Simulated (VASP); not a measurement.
Write the native input for VASP 6.6.1 that does the following.

```
Task                   : single point
Functional             : PBE
Dispersion             : D3(BJ)
Potentials or basis    : VASP PAW PBE potentials, release 64 (Pb_d)
Cutoff                 : 520 eV
k mesh                 : 18 × 18 × 10
Occupations            : gaussian, width 0.15 eV
Spin                   : no spin polarisation
Dipole correction      : no
Further INCAR settings : ALGO = Fast; EDIFF = 1e-06; NBANDS = 21
```

The structure of Pb lies in POSCAR:

```
Pb
1.0
    3.3711786544      0.0000000000      0.0000000000
   -1.6855893272      2.9195263554      0.0000000000
    0.0000000000      0.0000000000      5.9567165035
Pb
2
Direct
    0.3333333333      0.6666666667      0.2500000000
    0.6666666667      0.3333333333      0.7500000000
```

This isn't the form of Pb at room conditions, which is fcc.

This cell differs from its parent crystal: ratio of the length along z to the lengths across it x 1.1, volume and fractional coordinates fixed.

One way to write it, as run:

INCAR

```
  PREC = Accurate
  ENCUT = 520
  EDIFF = 1E-6
  ISMEAR = 0
  SIGMA = 0.15
  LREAL = F
  LASPH = T
  NELM = 60
  ALGO = Fast
  ISIF = 2
  LWAVE = F
  LCHARG = F
  GGA = PE
  IVDW = 12
  NBANDS = 21
```

KPOINTS

```
regular mesh
0
Gamma
  18 18 10
```

Potentials or basis: VASP PAW PBE potentials, release 64 (Pb_d).

Launch:

```console
$ cat potpaw_PBE.64/Pb_d/POTCAR > POTCAR
$ mpirun -np 1 vasp_std > vasp.out
```

It gave:

* Pressure: 1.9 GPa
* Band gap on the k mesh: zero (bands 14 and 15 overlap by 8.20 eV)
* Dispersion energy per atom: -0.424 eV

Caveat: spin-orbit coupling is left out, which moves the levels of the heavy elements.

Wall time 3.1 min on 1 thread of AMD EPYC 9R14 (Zen 4), with other jobs on the host, peak memory 0.32 GiB.
